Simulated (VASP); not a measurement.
# Si12O23 (a cell with a defect) in VASP: a series of runs

Si12O23 (a cell with a defect) is run at these levels: PBE; tasks: single point.

Program: VASP 6.6.1. These are calculated values, not measurements. Logs are shortened: lines on timing, memory, paths and dates and some standing lists are left out, and cuts for length are marked.

## (1) The cell of the first run

The cell holds a defect, 35 atoms: a = 7.306 Å, b = 7.306 Å, c = 9.828 Å, α = 70.35°, β = 70.35°, γ = 71.26°.

## (2) Single point, PBE

Contents of INCAR:

```
ALGO = Normal
EDIFF = 1E-6
ENCUT = 520
GGA = PE
ISIF = 2
ISMEAR = 0
LASPH = T
LCHARG = T
LELF = T
LREAL = Auto
LVHAR = T
LWAVE = F
NBANDS = 116
NELM = 60
PREC = Accurate
SIGMA = 0.02
```

Contents of KPOINTS:

```
k-points
0
Gamma
  2 2 2
```

Contents of POSCAR:

```
Si12O23
1.0
   -2.4570000000      4.2556490000      5.4060000000
    4.9140000000      0.0000000000      5.4060000000
    4.9140000000      8.5112980000      0.0000000000
Si O
12 23
Direct
    0.9335943886      0.4026761512      0.0389642226
    0.5669045095      0.0964435711      0.9502036332
    0.0305938725      0.0007779695      0.2703012583
    0.9311015578      0.4069200530      0.5298144326
    0.5746816846      0.0909829172      0.4451150758
    0.0003057553     -0.0022996173      0.7706176675
    0.3812068605      0.9201737593      0.2844828305
    0.0765725692      0.5995746431      0.1997093331
    0.4862079770      0.5015131145      0.5140649534
    0.4432550885      0.8986626981      0.7785440127
    0.0654600544      0.5947574603      0.7046582233
    0.5102794761      0.4973997023      0.0137840837
    0.0529966260      0.1856964897      0.1187241328
    0.9781509855      0.5802583946      0.0803554058
    0.3154618907      0.5724910281      0.1378129256
    0.4721310699      0.3241873589      0.9650998863
    0.4908548722      0.9380674074      0.1060689977
   -0.1829749187      1.0730571821      0.3885270446
    0.0208948761      0.1842481764      0.6226169746
    0.9866095095      0.5728910466      0.5760580721
    0.3070430165      0.5566725116      0.6559663525
    0.4660066901      0.3109228270      0.4751896146
    0.5295094684      0.9183997968      0.6004027708
    0.2016665717      0.9237478249      0.8292250922
    0.4687759475      0.6897263287      0.3689672298
    0.4667880236      0.0662373044      0.3327741176
    0.9873638474      0.8188380109      0.2314512794
    0.0305787352      0.4238229503      0.3526106916
    0.6908156261      0.4518171410      0.5630911424
    0.5520140761      0.6799578649      0.8658343426
    0.4944738383      0.0725103171      0.8189176074
    0.8101553839      0.0576041167      0.9054012910
    0.9668710978      0.8208101363      0.7224968240
    0.0056673146      0.4293144736      0.8596523403
    0.6949145875      0.4148727097      0.0921287376
```

Potentials or basis: VASP PAW PBE potentials, release 64 (Si, O).

Run with:

```console
cat potpaw_PBE.64/Si/POTCAR potpaw_PBE.64/O/POTCAR > POTCAR
mpirun -np 1 vasp_std > vasp.out
```

OUTCAR:

```text
EDIFF = 1E-6
   ENCUT = 520
   GGA = PE
   ISIF = 2
   ISMEAR = 0
   LASPH = T
   LREAL = Auto
   NELM = 60
   PREC = Accurate

 ion  position               nearest neighbor table
   1  0.934  0.403  0.039-  13 1.62  34 1.62  35 1.62  14 1.63  12 3.02   8 3.04  11 3.05   3 3.09

   2  0.567  0.096  0.950-  16 1.62  17 1.63  31 1.63  32 1.63  10 3.04   6 3.05  12 3.07   7 3.09

   3  0.031  0.001  0.270-  13 1.64  27 1.64  18 1.65   7 2.48   1 3.09   8 3.12
   4  0.931  0.407  0.530-  29 1.62  19 1.62  28 1.62  20 1.63   8 3.03  11 3.06   6 3.14   9 3.14

   5  0.575  0.091  0.445-  22 1.63  23 1.63  26 1.64  18 1.64  10 3.05   9 3.11
   6  0.000  0.998  0.771-  32 1.62  24 1.62  33 1.63  19 1.63   2 3.05  11 3.08  10 3.10   4 3.14

   7  0.381  0.920  0.284-  25 1.63  17 1.64  26 1.65   3 2.48   2 3.09
   8  0.077  0.600  0.200-  15 1.61  27 1.62  14 1.63  28 1.63   4 3.03   1 3.04  12 3.07   3 3.12

   9  0.486  0.502  0.514-  29 1.62  25 1.62  21 1.62  22 1.62  11 3.01   5 3.11   4 3.14
  10  0.443  0.899  0.779-  23 1.62  30 1.63  31 1.63  24 1.63   2 3.04   5 3.05  12 3.08   6 3.10

  11  0.065  0.595  0.705-  33 1.62  34 1.62  21 1.62  20 1.62   9 3.01   1 3.05   4 3.06   6 3.08

  12  0.510  0.497  0.014-  15 1.61  16 1.62  35 1.62  30 1.63   1 3.02   2 3.07   8 3.07  10 3.08

  13  0.053  0.186  0.119-   1 1.62   3 1.64
  14  0.978  0.580  0.080-   8 1.63   1 1.63
  15  0.315  0.572  0.138-  12 1.61   8 1.61
  16  0.472  0.324  0.965-   2 1.62  12 1.62
  17  0.491  0.938  0.106-   2 1.63   7 1.64
  18  0.817  0.073  0.389-   5 1.64   3 1.65
[... 15 lines left out ...]
  34  0.006  0.429  0.860-  11 1.62   1 1.62
  35  0.695  0.415  0.092-  12 1.62   1 1.62

  LATTYP: Found a base centered monoclinic cell.
 ALAT       =    11.8763100924
 B/A-ratio  =     0.7166617986
 C/A-ratio  =     0.8275297808
 COS(beta)  =    -0.4137648904

  Lattice vectors:

 A1 = (   2.4570000000,  -4.2556490000,  -5.4060000000)
 A2 = (  -4.9140000000,   0.0000000000,  -5.4060000000)
 A3 = (   4.9140000000,   8.5112980000,   0.0000000000)

Analysis of symmetry for initial positions (statically):
=====================================================================
 Subroutine PRICEL returns:
 Original cell was already a primitive cell.

 Routine SETGRP: Setting up the symmetry group for a
 base centered monoclinic supercell.

 Subroutine GETGRP returns: Found  1 space group operations
 (whereof  1 operations were pure point group operations)
 out of a pool of  4 trial point group operations.

The static configuration has the point symmetry C_1 .

Analysis of symmetry for dynamics (positions and initial velocities):
=====================================================================
 Subroutine PRICEL returns:
 Original cell was already a primitive cell.

 Routine SETGRP: Setting up the symmetry group for a
 base centered monoclinic supercell.

 Subroutine GETGRP returns: Found  1 space group operations
 (whereof  1 operations were pure point group operations)
 out of a pool of  4 trial point group operations.

The dynamic configuration has the point symmetry C_1 .

 Subroutine INISYM returns: Found  1 space group operations
 (whereof  1 operations are pure point group operations),
 and found     1 'primitive' translations

----------------------------------------------------------------------------------------

                                     Primitive cell

  volume of cell :     452.2067

  direct lattice vectors                    reciprocal lattice vectors
    -2.457000000  4.255649000  5.406000000    -0.101750102  0.058745446  0.092489826
     4.914000000  0.000000000  5.406000000     0.101750102 -0.058745446  0.092489826
     4.914000000  8.511298000  0.000000000     0.050875051  0.088118170 -0.046244913

  length of vectors
     7.305630254  7.305630158  9.828000287     0.149527518  0.149527518  0.111766160

  position of ions in fractional coordinates (direct lattice)
     0.933594389  0.402676151  0.038964223
     0.566904509  0.096443571  0.950203633
[... 52 lines left out ...]
   IALGO  =     38    algorithm
   IMIX   =      4    mixing-type and parameters
     AMIX     =   0.40;   BMIX     =  1.00
     AMIX_MAG =   1.60;   BMIX_MAG =  1.00
  volume/ion in A,a.u.               =      12.92        87.19
  Fermi-wavevector in a.u.,A,eV,Ry     =   1.217494  2.300730 20.167801  1.482292
  Thomas-Fermi vector in A             =   2.352812
   LORBIT       =      0    0 simple, 1 ext, 2 COOP (PROOUT), +10 PAW based schemes
   GGA     = PE    functional components
   LHFCALC =     F    Hartree Fock is set to
   AEXX    =    0.0000 exact exchange contribution
   IVDW    =     0    specifies the selected vdW correction
   LEPSILON=     F    determine dielectric tensor
   LRPA    =     F    only Hartree local field effects (RPA)
 non-spin polarized calculation
 Gauss-broadening in eV      SIGMA  =   0.02
  energy-cutoff  :      520.00
  volume of cell :      452.21
 maximum number of plane-waves:     12202
   NGX = 27   NGY = 27   NGZ = 37

 number of electron     186.0000005 magnetization

 Free energy of the ion-electron system (eV)
  ---------------------------------------------------
  ext. energy  EPLUGINS =         0.00000000
  ---------------------------------------------------
  free energy    TOTEN  =      -274.13393162 eV

  energy without entropy =     -274.13393162  energy(sigma->0) =     -274.13393162

 E-fermi :   1.6951     XC(G=0):  -9.1517

 val. band max:        1.5767254929   @ k =   0.5000  -0.0000   0.5000
 cond. band min:       7.1244025058   @ k =   0.0000   0.0000   0.0000
 fundamental gap:      5.5476770129
 Fermi energy:         1.6950623403

 k-point     1 :       0.0000    0.0000    0.0000
  band No.  band energies     occupation
      1     -18.2549      2.00000
      2     -17.7836      2.00000
      3     -17.7395      2.00000
      4     -17.5728      2.00000
      5     -17.3703      2.00000
      6     -17.2468      2.00000
[... 97 lines left out ...]
    104      10.4277      0.00000
    105      10.4865      0.00000

 k-point     2 :       0.5000    0.0000    0.0000
  band No.  band energies     occupation
      1     -18.0294      2.00000
      2     -17.9463      2.00000
      3     -17.7740      2.00000
      4     -17.6433      2.00000
      5     -17.3331      2.00000
      6     -17.2976      2.00000
[... 745 lines left out ...]
    104      10.2913      0.00000
    105      10.3714      0.00000
 [bands above 105 left out]

------------------------ aborting loop because EDIFF is reached ----------------------------------------

  FORCE on cell =-STRESS in cart. coord.  units (eV):
  Direction    XX          YY          ZZ          XY          YZ          ZX
  --------------------------------------------------------------------------------------
  -------------------------------------------------------------------------------------
  Total        7.2543279      2.3831261      4.8263564      1.7171944     -4.1426866      0.5212739
  in kB       25.7022284      8.4434631     17.0998770      6.0840541    -14.6776213      1.8468837
  external PRESSURE =      17.0818562 kB  Pullay stress =       0.0000000 kB

 VOLUME and BASIS-vectors are now :
 -----------------------------------------------------------------------------
  energy-cutoff  :      520.00
  volume of cell :      452.21
      direct lattice vectors                 reciprocal lattice vectors
    -2.457000000  4.255649000  5.406000000    -0.101750102  0.058745446  0.092489826
     4.914000000  0.000000000  5.406000000     0.101750102 -0.058745446  0.092489826
     4.914000000  8.511298000  0.000000000     0.050875051  0.088118170 -0.046244913

 POSITION                                       TOTAL-FORCE (eV/Angst)
 -----------------------------------------------------------------------------------
     -0.12362      4.30469      7.22388        -0.017906      0.000541     -0.002958
      3.75034     10.50001      3.58606         0.004718     -0.007546     -0.001088
      1.25691      2.43081      0.16960        -0.010250      0.034683      0.020562
      2.31540      8.47185      7.23334        -0.005799     -0.001449     -0.017976
      1.22239      6.23415      3.59858         0.004195     -0.022037      0.000283
      8.68876      6.56026      5.39522         0.006047      0.011625      0.010293
[... 27 lines left out ...]
      6.32006      7.34088      2.35151         0.011383     -0.002735      0.005757
      0.78400      3.74145      5.99951        -0.005729     -0.003649      0.002684
 -----------------------------------------------------------------------------------
    total drift:                               -0.006877     -0.001636      0.000993

  FREE ENERGIE OF THE ION-ELECTRON SYSTEM (eV)
  ---------------------------------------------------
  free  energy   TOTEN  =      -274.1339316248 eV

  energy  without entropy=     -274.1339316248  energy(sigma->0) =     -274.13393162
```

Wall time 13 min (1 thread of Intel Xeon Platinum 8259CL at 2.50GHz (Skylake/Cascade Lake), shared host); peak memory 0.63 GiB.

What came out:

```yaml
Free_energy: -274.1339 eV
Pressure: 1.7 GPa
Largest_force: 0.042 eV/Å
Band_gap_on_the_k_mesh: 5.55 eV
```

Forces in eV/Å, atoms in the order of the input:
```
Si  -0.018  0.001 -0.003
Si   0.005 -0.008 -0.001
Si  -0.010  0.035  0.021
Si  -0.006 -0.001 -0.018
Si   0.004 -0.022  0.000
Si   0.006  0.012  0.010
Si   0.001 -0.025 -0.020
Si   0.010 -0.010  0.011
Si  -0.006  0.013  0.007
Si  -0.017  0.004 -0.004
Si   0.011 -0.016 -0.007
Si   0.012  0.009  0.002
O    0.008  0.007 -0.003
O   -0.004 -0.001 -0.002
O   -0.009 -0.008 -0.006
O    0.001  0.011  0.007
O    0.008 -0.009  0.006
O   -0.005 -0.003  0.010
O    0.008  0.007 -0.002
O   -0.009  0.008 -0.001
O    0.007 -0.007 -0.002
O   -0.003  0.013  0.003
O    0.007  0.001  0.000
O   -0.009 -0.010  0.002
O    0.022  0.010 -0.001
O   -0.002  0.004 -0.008
O   -0.004  0.011  0.001
O    0.002 -0.005 -0.004
O   -0.016 -0.010  0.005
O    0.007  0.000 -0.007
O   -0.004  0.002 -0.004
O    0.004 -0.015 -0.003
O   -0.005  0.008  0.003
O    0.011 -0.003  0.006
O   -0.006 -0.004  0.003
```

Levels at points of the mesh, in eV from the valence-band top:
```csv
k point,band 90,band 91,band 92,band 93,band 94,band 95,band 96,band 97
"(0.00, 0.00, 0.00)",-0.74,-0.69,-0.65,-0.20,5.55,6.07,6.29,6.68
"(0.50, 0.00, 0.00)",-0.72,-0.61,-0.52,-0.01,5.63,6.24,6.58,6.82
"(0.00, 0.50, 0.00)",-0.67,-0.65,-0.58,-0.23,5.85,6.21,6.57,6.92
"(0.50, 0.50, 0.00)",-0.72,-0.63,-0.58,-0.01,5.79,6.19,6.54,7.30
"(0.00, 0.00, 0.50)",-0.84,-0.66,-0.61,-0.17,5.67,6.19,6.49,6.60
"(0.50, 0.00, 0.50)",-0.80,-0.70,-0.58,0.00,5.73,6.22,6.50,6.96
"(0.00, 0.50, 0.50)",-0.68,-0.63,-0.58,-0.21,5.81,6.27,6.63,7.02
"(0.50, 0.50, 0.50)",-0.67,-0.65,-0.55,-0.01,5.78,6.23,6.65,7.21
```

Caveat: the k points lie up to 0.47 Å⁻¹ apart.

[end of part 1 of 2]
